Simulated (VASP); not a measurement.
# NaTi2 (C15 type): single point with PBE

Crystal: NaTi2 (C15 type).

```
Na Ti
1.0
     0.00000    4.01526    4.01526
     4.01526    0.00000    4.01526
     4.01526    4.01526    0.00000
Na Ti
2 4
Direct
  0.12500 0.12500 0.12500
  0.87500 0.87500 0.87500
  0.50000 0.50000 0.50000
  0.50000 0.50000 0.00000
  0.50000 0.00000 0.50000
  0.00000 0.50000 0.50000
```

```yaml
Program: VASP 6.6.1
Task: single point
Functional: PBE
Potentials_or_basis: VASP PAW PBE potentials, release 64 (Na_pv, Ti_sv)
Cutoff: 520 eV
k_mesh: 7 × 7 × 7
Occupations: fermi-dirac, width 0.05 eV
Spin: no spin polarisation
Dipole_correction: no
Further_INCAR_settings: ALGO = Normal; EDIFF = 1e-06; NBANDS = 40
```

```json
{"Pressure": "-0.1 GPa", "Band gap on the k mesh": "zero (bands 31 and 32 overlap by 0.28 eV)"}
```

Levels at points of the mesh, in eV from the Fermi level:
```
           k point  band 27  band 28  band 29  band 30  band 31  band 32  band 33  band 34  band 35  band 36
(0.00, 0.00, 0.00)    -1.24    -0.76    -0.76    -0.76    -0.15    -0.15     1.83     1.83     1.83     1.86
```

Run time: 2.6 min on 1 thread of Intel(R) Xeon(R) Platinum 8488C (Sapphire Rapids), with other jobs on the host, peak memory 0.28 GiB.
